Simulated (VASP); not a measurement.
Wanted: the native input for a VASP 6.6.1 run.

* Task: relaxation of cell and atoms
* Functional: PBE
* Dispersion: D3(BJ)
* Potentials or basis: VASP PAW PBE potentials, release 64 (C, S)
* Cutoff: 600 eV
* k mesh: 4 × 4 × 4
* Occupations: gaussian, width 0.1 eV
* Spin: no spin polarisation
* Dipole correction: no
* Further INCAR settings: ALGO = Normal; EDIFF = 1e-06; IBRION = 2; EDIFFG = -0.04; NSW = 90; ISIF = 3

The structure of CS2 lies in POSCAR:

```
CS2
1.0
    3.8541760300      0.0000000000      0.0000000000
    0.0000000000      3.8541760300      0.0000000000
    0.0000000000      0.0000000000      4.3594464400
C S
1 2
Direct
    0.0000000000      0.0000000000      0.0000000000
    0.0000000000      0.5000000000      0.0000000000
    0.5000000000      0.0000000000      0.0000000000
```

The cell was built from a structure type or drawn by symmetry, and may not be a known phase.

The input as run:

INCAR

```
SYSTEM = CS2
PREC     = Accurate       ! precision mode
ENCUT    = 600            ! plane-wave cutoff, eV
EDIFF    = 1E-6           ! SCF threshold, eV
ISMEAR   = 0              ! smearing method
SIGMA    = 0.1            ! smearing width, eV
LREAL    = .FALSE.        ! projectors in reciprocal space
LASPH    = .TRUE.         ! aspherical terms in the spheres
NELM     = 60             ! most SCF steps
ALGO     = Normal         ! electronic algorithm
ISIF     = 3              ! what is computed and relaxed
LWAVE    = .FALSE.        ! write WAVECAR
LCHARG   = .FALSE.        ! write CHGCAR
GGA      = PE             ! functional
IVDW     = 12             ! dispersion correction
IBRION   = 2              ! ionic algorithm
NSW      = 90             ! ionic steps
EDIFFG   = -0.04          ! ionic threshold
```

KPOINTS

```
regular mesh
0
G
  4 4 4
  0 0 0
```

Potentials or basis: VASP PAW PBE potentials, release 64 (C, S).

Launch:

```sh
$ cat potpaw_PBE.64/C/POTCAR potpaw_PBE.64/S/POTCAR > POTCAR
$ mpirun -np 1 vasp_std > vasp.out
```

It gave:

```yaml
Relaxed_volume: 13.75 Å³/atom
Relaxed_cell: a = 3.859 Å, b = 3.859 Å, c = 2.769 Å, α = 90.00°, β = 90.00°, γ = 90.00°
Space_group_after_relaxing_to_0.1_Å: P4/mmm (No. 123)
Energy_gained_by_relaxing: 62.0 meV/atom
Ionic_steps: 18
Pressure_after_relaxing: 0.0 GPa
Band_gap_on_the_k_mesh: zero (bands 8 and 9 overlap by 2.48 eV)
Dispersion_energy_per_atom: -0.288 eV
```

Caveat: the k points lie up to 0.57 Å⁻¹ apart in the final cell, too coarse for converged energies and pressures of a metal; the volume moved by over 15 % at a fixed basis, so the end points are rough.

Wall time 4.3 min on 1 thread of Intel Xeon 8259CL (shared host), peak memory 0.21 GiB.
